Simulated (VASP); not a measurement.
# Si3N4 (I-43d) in VASP: a series of runs, part 2 of 2

VASP 6.6.1. The steps go on from the part before.

**3. Single point, PBE (9.31 Å³/atom)**

This run uses another cell than the first one, of 9.31 Å³/atom.

Contents of INCAR:

```
PREC = Accurate
ENCUT = 520
EDIFF = 1E-6
ISMEAR = -1
SIGMA = 0.02
LREAL = False
LASPH = True
NELM = 60
ALGO = Normal
ISIF = 2
LWAVE = False
LCHARG = True
GGA = PE
LELF = True
LVHAR = True
NBANDS = 45
```

Contents of KPOINTS:

```
regular mesh
0
Gamma
  6 6 6
```

Contents of POSCAR:

```
Si3N4
1.0
   -3.1935966635      3.1935966635      3.1935966635
    3.1935966635     -3.1935966635      3.1935966635
    3.1935966635      3.1935966635     -3.1935966635
Si N
6 8
Direct
    0.2500000000      0.1250000000      0.8750000000
    0.8750000000      0.2500000000      0.1250000000
    0.7500000000      0.3750000000      0.6250000000
    0.6250000000      0.7500000000      0.3750000000
    0.1250000000      0.8750000000      0.2500000000
    0.3750000000      0.6250000000      0.7500000000
    0.5584122281      0.5584122281      0.5584122281
    0.4415877719      0.5000000000      0.0000000000
    0.5000000000      0.0000000000      0.9415877719
    0.0000000000      0.4415877719      0.5000000000
    0.9415877719      0.5000000000      0.0000000000
    0.0584122281      0.0584122281      0.0584122281
    0.0000000000      0.9415877719      0.5000000000
    0.5000000000      0.0000000000      0.4415877719
```

Potentials or basis: VASP PAW PBE potentials, release 64 (Si, N).

Started as:

```sh
$ cat potpaw_PBE.64/Si/POTCAR potpaw_PBE.64/N/POTCAR > POTCAR
$ mpirun -np 1 vasp_std > vasp.out
```

OUTCAR:

```text
PREC = Accurate
   ENCUT = 520
   EDIFF = 1E-6
   ISMEAR = -1
   LREAL = False
   LASPH = True
   NELM = 60
   ISIF = 2
   GGA = PE

 ion  position               nearest neighbor table
   1  0.250  0.125  0.875-  12 1.73   9 1.73   8 1.73  13 1.73   4 2.99   6 2.99   5 2.99   6 2.99
                             4 2.99   5 2.99   2 2.99   2 2.99
   2  0.875  0.250  0.125-  11 1.73   9 1.73  12 1.73  10 1.73   5 2.99   6 2.99   6 2.99   5 2.99
                             1 2.99   3 2.99   1 2.99   3 2.99
   3  0.750  0.375  0.625-  10 1.73   7 1.73  14 1.73  11 1.73   6 2.99   5 2.99   5 2.99   6 2.99
                             2 2.99   2 2.99   4 2.99   4 2.99
   4  0.625  0.750  0.375-   7 1.73  13 1.73  14 1.73   8 1.73   1 2.99   5 2.99   6 2.99   1 2.99
                             5 2.99   3 2.99   6 2.99   3 2.99
   5  0.125  0.875  0.250-  12 1.73  13 1.73  11 1.73  14 1.73   1 2.99   4 2.99   3 2.99   2 2.99
                             3 2.99   4 2.99   1 2.99   2 2.99
   6  0.375  0.625  0.750-   7 1.73   8 1.73   9 1.73  10 1.73   4 2.99   1 2.99   2 2.99   1 2.99
                             3 2.99   2 2.99   4 2.99   3 2.99
   7  0.558  0.558  0.558-   4 1.73   6 1.73   3 1.73
   8  0.442  0.500  0.000-   6 1.73   1 1.73   4 1.73
[... 971 lines left out ...]
  --------------------------------------------------------------------------------------
  -------------------------------------------------------------------------------------
  Total       10.4578974     10.4578974     10.4578974      0.0000000     -0.0000000      0.0000000
  in kB      128.6040866    128.6040866    128.6040866      0.0000000     -0.0000000      0.0000000
  external PRESSURE =     128.6040866 kB  Pullay stress =       0.0000000 kB

 VOLUME and BASIS-vectors are now :
 -----------------------------------------------------------------------------
  energy-cutoff  :      520.00
  volume of cell :      130.29
      direct lattice vectors                 reciprocal lattice vectors
    -3.193596664  3.193596664  3.193596664     0.000000000  0.156563290  0.156563290
     3.193596664 -3.193596664  3.193596664     0.156563290  0.000000000  0.156563290
     3.193596664  3.193596664 -3.193596664     0.156563290  0.156563290  0.000000000

 POSITION                                       TOTAL-FORCE (eV/Angst)
 -----------------------------------------------------------------------------------
      2.39520      3.19360     -1.59680        -0.000000      0.000000     -0.000000
     -1.59680      2.39520      3.19360        -0.000000      0.000000     -0.000000
      0.79840      3.19360      1.59680        -0.000000      0.000000     -0.000000
      1.59680      0.79840      3.19360        -0.000000      0.000000     -0.000000
      3.19360     -1.59680      2.39520        -0.000000      0.000000     -0.000000
      3.19360      1.59680      0.79840        -0.000000      0.000000     -0.000000
      1.78334      1.78334      1.78334         0.004149      0.004149      0.004149
      0.18655     -0.18655      3.00705         0.004149     -0.004149     -0.004149
      1.41025      4.60385     -1.41025        -0.004149     -0.004149      0.004149
      3.00705      0.18655     -0.18655        -0.004149      0.004149     -0.004149
     -1.41025      1.41025      4.60385         0.004149     -0.004149     -0.004149
      0.18655      0.18655      0.18655         0.004149      0.004149      0.004149
      4.60385     -1.41025      1.41025        -0.004149      0.004149     -0.004149
     -0.18655      3.00705      0.18655        -0.004149     -0.004149      0.004149
 -----------------------------------------------------------------------------------
    total drift:                               -0.000001     -0.000001     -0.000002

  FREE ENERGIE OF THE ION-ELECTRON SYSTEM (eV)
  ---------------------------------------------------
  free  energy   TOTEN  =      -112.9028518736 eV

  energy  without entropy=     -112.9028518736  energy(sigma->0) =     -112.90285187
```

OSZICAR:

```text
N       E                     dE             d eps       ncg     rms          rms(c)
DAV:   1     0.260042174618E+03    0.26004E+03   -0.31866E+04  1440   0.133E+03
DAV:   2    -0.109922169326E+03   -0.36996E+03   -0.35169E+03  1850   0.279E+02
DAV:   3    -0.129431480080E+03   -0.19509E+02   -0.19382E+02  1848   0.663E+01
DAV:   4    -0.129663247274E+03   -0.23177E+00   -0.23125E+00  1808   0.779E+00
DAV:   5    -0.129666981821E+03   -0.37345E-02   -0.37299E-02  1785   0.940E-01    0.299E+01
DAV:   6    -0.113051797717E+03    0.16615E+02   -0.57609E+01  1744   0.307E+01    0.134E+01
DAV:   7    -0.112949432864E+03    0.10236E+00   -0.33061E+00  1883   0.750E+00    0.639E+00
DAV:   8    -0.112903950539E+03    0.45482E-01   -0.17731E-01  1696   0.200E+00    0.196E+00
DAV:   9    -0.112901805084E+03    0.21455E-02   -0.37440E-02  1763   0.970E-01    0.323E-01
DAV:  10    -0.112902715501E+03   -0.91042E-03   -0.24897E-03  1752   0.221E-01    0.124E-01
DAV:  11    -0.112902848912E+03   -0.13341E-03   -0.34607E-04  1638   0.102E-01    0.381E-02
DAV:  12    -0.112902850351E+03   -0.14389E-05   -0.11275E-05  1800   0.183E-02    0.126E-02
DAV:  13    -0.112902851660E+03   -0.13081E-05   -0.25677E-06  1240   0.837E-03    0.213E-03
DAV:  14    -0.112902851874E+03   -0.21411E-06   -0.37548E-07   960   0.309E-03
   1 F= -.11290285E+03 E0= -.11290285E+03  d E =-.439832E-12
```

It took 71 s on 1 thread of Intel Xeon Platinum 8488C (Sapphire Rapids), shared host; peak memory 0.28 GiB.

Results:

* Free energy: -112.9029 eV
* Pressure: 12.9 GPa
* Largest force: 0.007 eV/Å
* Band gap on the k mesh: 4.19 eV (least direct gap 4.36 eV)

Forces in eV/Å, atoms in the order of the input:
```
Si   0.000  0.000  0.000
Si   0.000  0.000  0.000
Si   0.000  0.000  0.000
Si   0.000  0.000  0.000
Si   0.000  0.000  0.000
Si   0.000  0.000  0.000
N    0.004  0.004  0.004
N    0.004 -0.004 -0.004
N   -0.004 -0.004  0.004
N   -0.004  0.004 -0.004
N    0.004 -0.004 -0.004
N    0.004  0.004  0.004
N   -0.004  0.004 -0.004
N   -0.004 -0.004  0.004
```

Levels at points of the mesh, in eV from the valence-band top:
| k point | band 28 | band 29 | band 30 | band 31 | band 32 | band 33 | band 34 | band 35 | band 36 | band 37 |
| --- | --- | --- | --- | --- | --- | --- | --- | --- | --- | --- |
| (0.00, 0.00, 0.00) | -1.99 | -0.15 | -0.15 | -0.15 | -0.04 | 4.59 | 4.59 | 4.92 | 4.92 | 4.92 |
| (0.50, 0.00, 0.00) | -2.06 | -1.32 | -1.32 | -0.01 | -0.01 | 5.13 | 5.13 | 6.27 | 6.27 | 6.60 |
| (0.50, 0.50, 0.50) | -2.02 | -2.02 | -2.02 | -1.24 | -1.24 | 5.59 | 5.59 | 5.59 | 5.59 | 5.59 |

Caveat: the cell stands under pressure. A k mesh can miss the band edges.

**4. Single point, PBE (9.50 Å³/atom)**

This run uses another cell than the first one, of 9.50 Å³/atom.

Contents of INCAR:

```
SYSTEM = Si3N4
  PREC = Accurate
  ENCUT = 520
  EDIFF = 1E-6
  ISMEAR = -1
  SIGMA = 0.02
  LREAL = .FALSE.
  LASPH = .TRUE.
  NELM = 80
  ALGO = Normal
  ISIF = 2
  LWAVE = .FALSE.
  LCHARG = .TRUE.
  GGA = PE
  LELF = .TRUE.
  LVHAR = .TRUE.
  NBANDS = 45
```

Contents of KPOINTS:

```
regular mesh
0
G
  6 6 6
  0 0 0
```

Contents of POSCAR:

```
Si3N4
1.0
   -3.2156221641      3.2156221641      3.2156221641
    3.2156221641     -3.2156221641      3.2156221641
    3.2156221641      3.2156221641     -3.2156221641
Si N
6 8
Direct
    0.2500000000      0.1250000000      0.8750000000
    0.8750000000      0.2500000000      0.1250000000
    0.7500000000      0.3750000000      0.6250000000
    0.6250000000      0.7500000000      0.3750000000
    0.1250000000      0.8750000000      0.2500000000
    0.3750000000      0.6250000000      0.7500000000
    0.5604005955      0.5604005955      0.5604005955
    0.4395994045      0.5000000000      0.0000000000
    0.5000000000      0.0000000000      0.9395994045
    0.0000000000      0.4395994045      0.5000000000
    0.9395994045      0.5000000000      0.0000000000
    0.0604005955      0.0604005955      0.0604005955
    0.0000000000      0.9395994045      0.5000000000
    0.5000000000      0.0000000000      0.4395994045
```

Started as:

```sh
$ cat potpaw_PBE.64/Si/POTCAR potpaw_PBE.64/N/POTCAR > POTCAR
$ mpirun -np 1 vasp_std > vasp.out
```

Wall time 71 s (1 thread of Intel Xeon Platinum 8488C (Sapphire Rapids), shared host); peak memory 0.28 GiB.

The run converged. Its results:

* Free energy: -113.0727 eV
* Pressure: 7.0 GPa
* Largest force: 0.006 eV/Å
* Band gap on the k mesh: 4.15 eV (least direct gap 4.31 eV)

Forces in eV/Å, atoms in the order of the input:
```
Si   0.000  0.000  0.000
Si   0.000  0.000  0.000
Si   0.000  0.000  0.000
Si   0.000  0.000  0.000
Si   0.000  0.000  0.000
Si   0.000  0.000  0.000
N    0.004  0.004  0.004
N    0.004 -0.004 -0.004
N   -0.004 -0.004  0.004
N   -0.004  0.004 -0.004
N    0.004 -0.004 -0.004
N    0.004  0.004  0.004
N   -0.004  0.004 -0.004
N   -0.004 -0.004  0.004
```

Levels at points of the mesh, in eV from the valence-band top:
```tsv
k point	band 28	band 29	band 30	band 31	band 32	band 33	band 34	band 35	band 36	band 37
(0.00, 0.00, 0.00)	-1.96	-0.16	-0.16	-0.16	-0.05	4.60	4.60	4.79	4.79	4.79
(0.50, 0.00, 0.00)	-2.02	-1.30	-1.30	-0.01	-0.01	5.05	5.05	6.10	6.10	6.46
(0.50, 0.50, 0.50)	-1.96	-1.96	-1.96	-1.22	-1.22	5.50	5.50	5.50	5.50	5.50
```

Caveat: the cell stands under pressure.

**5. The runs side by side**

| cell | gap on the mesh (eV) | pressure (GPa) | largest force (eV/Å) |
| --- | --- | --- | --- |
| a = 5.493 Å, angles 109.5°, 14 atoms, atomic positions A | 4.21 | 19.3 | 0.01 |
| a = 5.531 Å, angles 109.5°, 14 atoms, atomic positions B | 4.19 | 12.9 | 0.01 |
| a = 5.570 Å, angles 109.5°, 14 atoms, atomic positions C | 4.15 | 7.0 | 0.01 |

Alike in all rows: task single point; level PBE; potentials or basis VASP PAW PBE potentials, release 64 (Si, N); no spin polarisation; k mesh 6 × 6 × 6; cutoff (eV) 520; smearing fermi-dirac 0.02 eV.

Caveats: the cell stands under pressure.

Total energies depend on the potentials used, so only differences within one code and one set of settings carry meaning.
